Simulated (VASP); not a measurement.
Runs of VASP 6.6.1 on Si2Mo. The structure is that of space group I4/mmm (No. 139), or close to it. The cells are those of the table. 

```csv
cell,gap on the mesh (eV),pressure (GPa),largest force (eV/Å)
"a = 3.169, b = 3.230, c = 7.889 Å, 6 atoms",none,2.0,-
"a = 3.362, b = 3.181, c = 7.784 Å, 6 atoms",none,-3.3,-
"a = 3.313, b = 3.313, c = 7.798 Å, 6 atoms",none,-8.1,-
"a = 3.120, b = 3.241, c = 7.932 Å, 6 atoms",none,3.3,0.01
"a = 3.265, b = 3.265, c = 7.833 Å, 6 atoms",none,-4.3,-
"a = 3.265, b = 3.205, c = 7.857 Å, 6 atoms",none,-1.5,-
"a = 3.362, b = 3.183, c = 7.830 Å, 6 atoms",none,-4.6,-
"a = 3.217, b = 3.217, c = 7.873 Å, 6 atoms",none,0.2,0.01
"a = 3.313, b = 3.194, c = 7.843 Å, 6 atoms",none,-3.1,-
"a = 3.169, b = 3.229, c = 7.903 Å, 6 atoms",none,(c),0.01
"a = 3.265, b = 3.265, c = 7.802 Å, 6 atoms",none,-3.4,(b)
"a = 3.120, b = 3.243, c = 7.907 Å, 6 atoms",none,(a),-
```

Alike in all rows: task single point; level PBE; potentials or basis VASP PAW PBE potentials, release 64 (Si, Mo_sv); no spin polarisation; k mesh 12 × 12 × 6; cutoff (eV) 520; smearing gaussian 0.1 eV.

Problem. Estimate the missing entries.

Solution. (a) 3.9; (b) 0.03; (c) 1.7.

A k mesh can miss the band edges, and the runs leave out spin-orbit coupling on Mo.

A gap of «none» marks levels without a gap at the run's occupations.
